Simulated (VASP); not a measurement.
Here is a VASP 6.6.1 calculation.

INCAR

```
PREC = Accurate
ENCUT = 700
EDIFF = 1E-6
ISMEAR = 0
SIGMA = 0.2
LREAL = F
LASPH = T
NELM = 120
ALGO = Normal
ISIF = 2
LWAVE = F
LCHARG = T
GGA = PE
LELF = T
LVHAR = T
NBANDS = 59
GGA_COMPAT = F
```

The input KPOINTS:

```
Automatic mesh
0
Gamma
  4 4 4
```

File POSCAR:

```
SrTa2O2
1.0
    3.0848330383     -3.0848330383      2.8084625940
   -3.0848330383     -3.0848330383      2.8084625940
    0.0000000000     -6.1696660766     -5.6169251880
Sr Ta O
2 4 4
Direct
    0.0000000000      0.0000000000      1.0000000000
    0.5000000000      0.5000000000      0.5000000000
    0.7500000000      0.7500000000      0.7500000000
    0.2500000000      0.2500000000      0.2500000000
    0.5000000000      0.5000000000      0.0000000000
    0.0000000000      0.0000000000      0.5000000000
    0.3098501515      0.3098501515      0.6901498485
    0.8098501515      0.8098501515      0.1901498485
    0.1901498485      0.1901498485      0.8098501515
    0.6901498485      0.6901498485      0.3098501515
```

Potentials or basis: VASP PAW PBE potentials, release 64 (Sr_sv, Ta_sv_GW, O).

Launch:

```bash
$ cat potpaw_PBE.64/Sr_sv/POTCAR potpaw_PBE.64/Ta_sv_GW/POTCAR potpaw_PBE.64/O/POTCAR > POTCAR
$ mpirun -np 1 vasp_std > vasp.out
```

Estimate the band gap on the k mesh.

zero (bands 48 and 49 overlap by 0.18 eV).

What does it give for the pressure?

0.4 GPa.

Estimate the largest force.

0.102 eV/Å.

Stress tensor (GPa, compression positive):
```
-0.38  0.00  0.00
 0.00 -0.20  0.01
 0.00  0.01  1.67
```

Caveat: spin-orbit coupling is left out, which moves the levels of the heavy elements.
